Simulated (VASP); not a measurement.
# Sn (I4_1/amd) in VASP: settings compared

Sn is run at these levels: PBE, LDA; tasks: single point.

All numbers are computed with VASP 6.6.1; they aren't measurements. Logs are shortened: lines on timing, memory, paths and dates and some standing lists are left out, and cuts for length are marked.

## (1) The cell of the first run

It takes space group I4_1/amd (No. 141, tetragonal). Conventional cell: a = 5.760 Å, b = 5.760 Å, c = 3.133 Å, α = 90.00°, β = 90.00°, γ = 90.00°. Sn (site symmetry -4m2) has 10 Sn at 2.98 to 3.72 Å within 3.9 Å.

## (2) Single point, PBE

Input file INCAR:

```
PREC     = Accurate       # precision mode
ENCUT    = 520            # plane-wave cutoff, eV
EDIFF    = 1E-6           # SCF threshold, eV
ISMEAR   = -1             # smearing method
SIGMA    = 0.05           # smearing width, eV
LREAL    = F              # projectors in reciprocal space
LASPH    = T              # aspherical terms in the spheres
NELM     = 80             # most SCF steps
ALGO     = Fast           # electronic algorithm
ISIF     = 2              # what is computed and relaxed
LWAVE    = F              # write WAVECAR
LCHARG   = F              # write CHGCAR
GGA      = PE             # functional
NBANDS   = 21             # bands
```

Input file KPOINTS:

```
regular mesh
0
Gamma
  9 9 9
```

Input file POSCAR:

```
Sn
1.0
   -2.8801207477      2.8801207477      1.5666540120
    2.8801207477     -2.8801207477      1.5666540120
    2.8801207477      2.8801207477     -1.5666540120
Sn
2
Direct
    0.0000000000      0.0000000000      0.0000000000
    0.7500000000      0.2500000000      0.5000000000
```

Potentials or basis: VASP PAW PBE potentials, release 64 (Sn_d).

Command:

```sh
$ cat potpaw_PBE.64/Sn_d/POTCAR > POTCAR
$ mpirun -np 1 vasp_std > vasp.out
```

OUTCAR:

```text
PREC = Accurate
   ENCUT = 520
   EDIFF = 1E-6
   ISMEAR = -1
   LREAL = F
   LASPH = T
   NELM = 80
   ISIF = 2
   GGA = PE

 ion  position               nearest neighbor table
   1  0.000  0.000  0.000-   2 2.98   2 2.98   2 2.98   2 2.98   2 3.72   2 3.72   2 3.72   2 3.72

   2  0.750  0.250  0.500-   1 2.98   1 2.98   1 2.98   1 2.98   1 3.72   1 3.72   1 3.72   1 3.72

  LATTYP: Found a body centered tetragonal cell.
 ALAT       =     5.7602414954
 C/A-ratio  =     0.5439542815

  Lattice vectors:

 A1 = (  -2.8801207477,   2.8801207477,   1.5666540120)
 A2 = (   2.8801207477,  -2.8801207477,   1.5666540120)
 A3 = (   2.8801207477,   2.8801207477,  -1.5666540120)

Analysis of symmetry for initial positions (statically):
=====================================================================
 Subroutine PRICEL returns:
 Original cell was already a primitive cell.

 Routine SETGRP: Setting up the symmetry group for a
 body centered tetragonal supercell.

 Subroutine GETGRP returns: Found 16 space group operations
 (whereof  8 operations were pure point group operations)
 out of a pool of 16 trial point group operations.

The static configuration has the point symmetry D_2d.
 The point group associated with its full space group is D_4h.

Analysis of symmetry for dynamics (positions and initial velocities):
=====================================================================
 Subroutine PRICEL returns:
 Original cell was already a primitive cell.

 Routine SETGRP: Setting up the symmetry group for a
 body centered tetragonal supercell.

 Subroutine GETGRP returns: Found 16 space group operations
 (whereof  8 operations were pure point group operations)
 out of a pool of 16 trial point group operations.

The dynamic configuration has the point symmetry D_2d.
 The point group associated with its full space group is D_4h.

 Subroutine INISYM returns: Found 16 space group operations
 (whereof  8 operations are pure point group operations),
 and found     1 'primitive' translations

----------------------------------------------------------------------------------------

                                     Primitive cell

  volume of cell :      51.9822

  direct lattice vectors                    reciprocal lattice vectors
    -2.880120748  2.880120748  1.566654012     0.000000000  0.173603833  0.319151514
     2.880120748 -2.880120748  1.566654012     0.173603833  0.000000000  0.319151514
     2.880120748  2.880120748 -1.566654012     0.173603833  0.173603833  0.000000000

  length of vectors
     4.364011439  4.364011439  4.364011439     0.363312510  0.363312510  0.245512894

  position of ions in fractional coordinates (direct lattice)
     0.000000000  0.000000000  0.000000000
     0.750000000  0.250000000  0.500000000

  ion indices of the primitive-cell ions
   primitive index   ion index
                 1           1
                 2           2

----------------------------------------------------------------------------------------

 KPOINTS: regular mesh

Automatic generation of k-mesh.
 Grid dimensions read from file:
 generate k-points for:    9    9    9

 Generating k-lattice:

  Cartesian coordinates                     Fractional coordinates (reciprocal lattice)
     0.000000000  0.019289315  0.035461279     0.111111111  0.000000000 -0.000000000
     0.019289315  0.000000000  0.035461279     0.000000000  0.111111111 -0.000000000
     0.019289315  0.019289315  0.000000000     0.000000000  0.000000000  0.111111111

  Length of vectors
     0.040368057  0.040368057  0.027279210

  Shift w.r.t. Gamma in fractional coordinates (k-lattice)
     0.000000000  0.000000000  0.000000000

 Subroutine IBZKPT returns following result:
 ===========================================

 Found     75 irreducible k-points:

 Following reciprocal coordinates:
            Coordinates               Weight
  0.000000  0.000000  0.000000      1.000000
  0.111111  0.000000  0.000000      8.000000
  0.222222  0.000000  0.000000      8.000000
  0.333333  0.000000 -0.000000      8.000000
  0.444444  0.000000  0.000000      8.000000
  0.111111  0.111111  0.000000      8.000000
[... 16 lines left out ...]
 -0.333333  0.333333  0.000000      4.000000
  0.444444  0.444444  0.000000      8.000000
 [... further k-points ...]
   k-points           NKPTS =     75   k-points in BZ     NKDIM =     75   number of bands    NBANDS=     21
   number of dos      NEDOS =    301   number of ions     NIONS =      2
   total plane-waves  NPLWV =  32768
   dimension x,y,z NGX =    32 NGY =   32 NGZ =   32
   dimension x,y,z NGXF=    64 NGYF=   64 NGZF=   64
   ions per type =               2
   NGX,Y,Z   is equivalent  to a cutoff of  12.19, 12.19, 12.19 a.u.
   NGXF,Y,Z  is equivalent  to a cutoff of  24.38, 24.38, 24.38 a.u.
 SYSTEM =  unknown system
   PREC   = accura    normal or accurate (medium, high low for compatibility)
   ISTART =      0    job   : 0-new  1-cont  2-samecut
   ICHARG =      2    charge: 1-file 2-atom 10-const
   ISPIN  =      1    spin polarized calculation?
   LNONCOLLINEAR =      F non collinear calculations
   LSORBIT =      F    spin-orbit coupling
   LASPH  =      T    aspherical Exc in radial PAW
   ENCUT  =  520.0 eV  38.22 Ry    6.18 a.u.   8.11  8.11  8.11*2*pi/ulx,y,z
   NELM   =     80;   NELMIN=  2; NELMDL= -5     # of ELM steps
   EDIFF  = 0.1E-05   stopping-criterion for ELM
   LREAL  =      F    real-space projection
   EDIFFG = 0.1E-04   stopping-criterion for IOM
   NSW    =      0    number of steps for IOM
   IBRION =     -1    ionic relax: 0-MD 1-quasi-New 2-CG
   NFREE  =      0    steps in history (QN), initial steepest desc. (CG)
   ISIF   =      2    stress and relaxation
   ISYM   =      2    0-nonsym 1-usesym 2-fastsym
   POTIM  = 0.5000    time-step for ionic-motion
   TEBEG  =    0.0;   TEEND  =   0.0 temperature during run
   PSTRESS=    0.0 pullay stress
   NELECT =      28.0000    total number of electrons
   NUPDOWN=      -1.0000    fix difference up-down
   EMIN   =  10.00;   EMAX   =-10.00  energy-range for DOS
   EFERMI =   0.00;   METHOD = LEGACY
   ISMEAR =    -1;   SIGMA  =   0.05  broadening in eV -4-tet -1-fermi 0-gaus
   EFERMI_NEDOS =   21; number of points for ismear=-14 and -15
   IALGO  =     68    algorithm
   IMIX   =      4    mixing-type and parameters
     AMIX     =   0.40;   BMIX     =  1.00
     AMIX_MAG =   1.60;   BMIX_MAG =  1.00
  volume/ion in A,a.u.               =      25.99       175.40
  Fermi-wavevector in a.u.,A,eV,Ry     =   1.332016  2.517145 24.140353  1.774266
  Thomas-Fermi vector in A             =   2.460983
   LORBIT       =      0    0 simple, 1 ext, 2 COOP (PROOUT), +10 PAW based schemes
   GGA     = PE    functional components
   LHFCALC =     F    Hartree Fock is set to
   AEXX    =    0.0000 exact exchange contribution
   IVDW    =     0    specifies the selected vdW correction
   LEPSILON=     F    determine dielectric tensor
   LRPA    =     F    only Hartree local field effects (RPA)
 non-spin polarized calculation
 RMM-DIIS sequential band-by-band and
  energy-cutoff  :      520.00
  volume of cell :       51.98
 maximum number of plane-waves:      1414
   NGX = 17   NGY = 17   NGZ = 17

 number of electron      28.0000019 magnetization

 Free energy of the ion-electron system (eV)
  ---------------------------------------------------
  ext. energy  EPLUGINS =         0.00000000
  ---------------------------------------------------
  free energy    TOTEN  =        -7.53418757 eV

  energy without entropy =       -7.52680724  energy(sigma->0) =       -7.53049740

 E-fermi :   8.5462     XC(G=0): -10.5103

 val. band max:        8.5409965195   @ k =   0.2222   0.1111  -0.0000
 cond. band min:       8.5585861173   @ k =  -0.4444   0.4444   0.0000
 fundamental gap:      0.0175895978
 Fermi energy:         8.5461616236

 k-point     1 :       0.0000    0.0000    0.0000
  band No.  band energies     occupation
      1     -13.2054      2.00000
      2     -13.1108      2.00000
      3     -13.0658      2.00000
      4     -13.0514      2.00000
      5     -12.8776      2.00000
      6     -12.8776      2.00000
[... 13 lines left out ...]
     20      18.5739      0.00000
     21      19.2602      0.00000

 k-point     2 :       0.1111    0.0000    0.0000
  band No.  band energies     occupation
      1     -13.1966      2.00000
      2     -13.0834      2.00000
      3     -13.0556      2.00000
      4     -13.0194      2.00000
      5     -12.8970      2.00000
      6     -12.8924      2.00000
[... 13 lines left out ...]
     20      17.5633      0.00000
     21      17.6117      0.00000

 k-point     3 :       0.2222    0.0000    0.0000
  band No.  band energies     occupation
      1     -13.1721      2.00000
      2     -13.0299      2.00000
      3     -13.0249      2.00000
      4     -12.9689      2.00000
      5     -12.9343      2.00000
      6     -12.8917      2.00000
[... 13 lines left out ...]
     20      16.0752      0.00000
     21      17.1642      0.00000

 k-point     4 :       0.3333    0.0000   -0.0000
  band No.  band energies     occupation
      1     -13.1441      2.00000
      2     -13.0112      2.00000
      3     -12.9985      2.00000
      4     -12.9853      2.00000
      5     -12.9578      2.00000
      6     -12.9145      2.00000
[... 13 lines left out ...]
     20      15.2519      0.00000
     21      18.2491      0.00000

 k-point     5 :       0.4444    0.0000    0.0000
  band No.  band energies     occupation
      1     -13.1241      2.00000
      2     -13.0330      2.00000
      3     -13.0216      2.00000
      4     -12.9799      2.00000
      5     -12.9443      2.00000
      6     -12.9323      2.00000
[... 13 lines left out ...]
     20      17.4151      0.00000
     21      19.0707      0.00000

 k-point     6 :       0.1111    0.1111    0.0000
  band No.  band energies     occupation
      1     -13.1808      2.00000
      2     -13.0371      2.00000
      3     -13.0202      2.00000
      4     -12.9540      2.00000
      5     -12.9276      2.00000
      6     -12.9151      2.00000
[... 13 lines left out ...]
     20      16.1887      0.00000
     21      16.4589      0.00000

 k-point     7 :       0.2222    0.1111   -0.0000
  band No.  band energies     occupation
      1     -13.1565      2.00000
      2     -13.0135      2.00000
      3     -13.0032      2.00000
      4     -12.9569      2.00000
      5     -12.9517      2.00000
      6     -12.9232      2.00000
[... 13 lines left out ...]
     20      15.5561      0.00000
     21      17.0532      0.00000
[... 291 lines left out ...]
      1     -13.1017      2.00000
      2     -13.0436      2.00000
      3     -13.0016      2.00000
      4     -12.9794      2.00000
      5     -12.9330      2.00000
      6     -12.8683      2.00000
[... 13 lines left out ...]
     20      16.9226      0.00000
     21      18.8727      0.00000

 k-point    21 :       0.4444    0.3333   -0.0000
  band No.  band energies     occupation
      1     -13.0802      2.00000
      2     -13.0438      2.00000
      3     -13.0313      2.00000
      4     -12.9922      2.00000
      5     -12.9313      2.00000
      6     -12.8797      2.00000
[... 13 lines left out ...]
     20      18.9524      0.00000
     21      19.7310      0.00000

 k-point    22 :      -0.4444    0.3333   -0.0000
  band No.  band energies     occupation
      1     -13.0986      2.00000
      2     -13.0784      2.00000
      3     -13.0772      2.00000
      4     -12.9665      2.00000
      5     -12.9580      2.00000
      6     -12.8723      2.00000
[... 13 lines left out ...]
     20      19.7510      0.00000
     21      20.7308      0.00000

 k-point    23 :      -0.3333    0.3333    0.0000
  band No.  band energies     occupation
      1     -13.1201      2.00000
      2     -13.1095      2.00000
      3     -13.0941      2.00000
      4     -12.9861      2.00000
      5     -12.9351      2.00000
      6     -12.8591      2.00000
[... 13 lines left out ...]
     20      18.4989      0.00000
     21      18.6054      0.00000

 k-point    24 :       0.4444    0.4444    0.0000
  band No.  band energies     occupation
      1     -13.0912      2.00000
      2     -13.0905      2.00000
      3     -13.0222      2.00000
      4     -13.0202      2.00000
      5     -12.9142      2.00000
      6     -12.9062      2.00000
[... 13 lines left out ...]
     20      19.5725      0.00000
     21      20.1086      0.00000

 [... further k-points ...]

------------------------ aborting loop because EDIFF is reached ----------------------------------------

  FORCE on cell =-STRESS in cart. coord.  units (eV):
  Direction    XX          YY          ZZ          XY          YZ          ZX
  --------------------------------------------------------------------------------------
  -------------------------------------------------------------------------------------
  Total        1.7793075      1.7793075      1.5094976      0.0000000     -0.0000000      0.0000000
  in kB       54.8412222     54.8412222     46.5252316      0.0000000     -0.0000000      0.0000000
  external PRESSURE =      52.0692253 kB  Pullay stress =       0.0000000 kB

 VOLUME and BASIS-vectors are now :
 -----------------------------------------------------------------------------
  energy-cutoff  :      520.00
  volume of cell :       51.98
      direct lattice vectors                 reciprocal lattice vectors
    -2.880120748  2.880120748  1.566654012     0.000000000  0.173603833  0.319151514
     2.880120748 -2.880120748  1.566654012     0.173603833  0.000000000  0.319151514
     2.880120748  2.880120748 -1.566654012     0.173603833  0.173603833  0.000000000

 POSITION                                       TOTAL-FORCE (eV/Angst)
 -----------------------------------------------------------------------------------
      0.00000      0.00000      0.00000         0.000000     -0.000000      0.000000
     -0.00000      2.88012      0.78333        -0.000000      0.000000     -0.000000
 -----------------------------------------------------------------------------------
    total drift:                                0.000000     -0.000000      0.000000

  FREE ENERGIE OF THE ION-ELECTRON SYSTEM (eV)
  ---------------------------------------------------
  free  energy   TOTEN  =        -7.5341875673 eV

  energy  without entropy=       -7.5268072364  energy(sigma->0) =       -7.53049740
```

Run time: 54 s. Hardware: 1 thread of AMD EPYC 7R13 (Zen 3), shared host; peak memory 0.18 GiB.

Results:

```yaml
Free_energy: -7.5342 eV
Pressure: 5.2 GPa
Band_gap_on_the_k_mesh: zero (bands 14 and 15 overlap by 4.26 eV)
```

Levels at points of the mesh, in eV from the Fermi level:
| k point | band 10 | band 11 | band 12 | band 13 | band 14 | band 15 | band 16 | band 17 | band 18 | band 19 |
| --- | --- | --- | --- | --- | --- | --- | --- | --- | --- | --- |
| (0.00, 0.00, 0.00) | -21.19 | -11.49 | -3.54 | -2.13 | -2.13 | 2.88 | 6.41 | 6.41 | 7.15 | 7.25 |

Caveat: the cell stands under pressure; spin-orbit coupling is left out, which moves the levels of the heavy elements.

(Continued in part 2 of 3.)

The gap in the log of VASP goes by the Fermi energy; the results here count the filled bands.